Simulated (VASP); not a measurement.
A run of VASP 6.6.1 is set up as follows.

POSCAR

```
AlN
1.0
    0.0000000000      2.0188684454      2.0188684454
    2.0188684454      0.0000000000      2.0188684454
    2.0188684454      2.0188684454      0.0000000000
Al N
1 1
Direct
    0.0000000000      0.0000000000      0.0000000000
    0.5000000000      0.5000000000      0.5000000000
```

Contents of INCAR.step1:

```
  ALGO = Normal
  EDIFF = 1E-5
  ENCUT = 520
  GGA = PE
  ISIF = 2
  ISMEAR = 0
  LASPH = T
  LCHARG = F
  LREAL = F
  LWAVE = T
  NBANDS = 11
  NELM = 80
  PREC = Accurate
  SIGMA = 0.01
```

The input INCAR.step2:

```
  AEXX = 0.5
  ALGO = Normal
  EDIFF = 1E-7
  ENCUT = 520
  GGA = PE
  HFSCREEN = 0.1
  ISIF = 2
  ISMEAR = 0
  ISTART = 1
  LASPH = T
  LCHARG = F
  LHFCALC = T
  LREAL = F
  LWAVE = F
  NBANDS = 11
  NELM = 80
  PREC = Accurate
  PRECFOCK = Normal
  SIGMA = 0.01
```

The input KPOINTS:

```
k-points
0
Gamma
  6 6 6
```

Potentials or basis: VASP PAW PBE potentials, release 64 (Al, N).

The run is started by

```sh
$ cat potpaw_PBE.64/Al/POTCAR potpaw_PBE.64/N/POTCAR > POTCAR
$ cp INCAR.step1 INCAR
$ mpirun -np 1 vasp_std > vasp.out
$ cp INCAR.step2 INCAR
$ mpirun -np 1 vasp_std > vasp.out
```

Problem. Estimate the band gap on the k mesh.

Solution. 8.07 eV (least direct gap 9.54 eV).

Problem. What does it give for the pressure?

Solution. -9.4 GPa.

Caveat: the k points lie up to 0.45 Å⁻¹ apart; the structure was generated, so it needn't be the stable form of AlN; the PAW data sets were made with another functional, which shifts forces and pressure a little. A k mesh can miss the band edges.
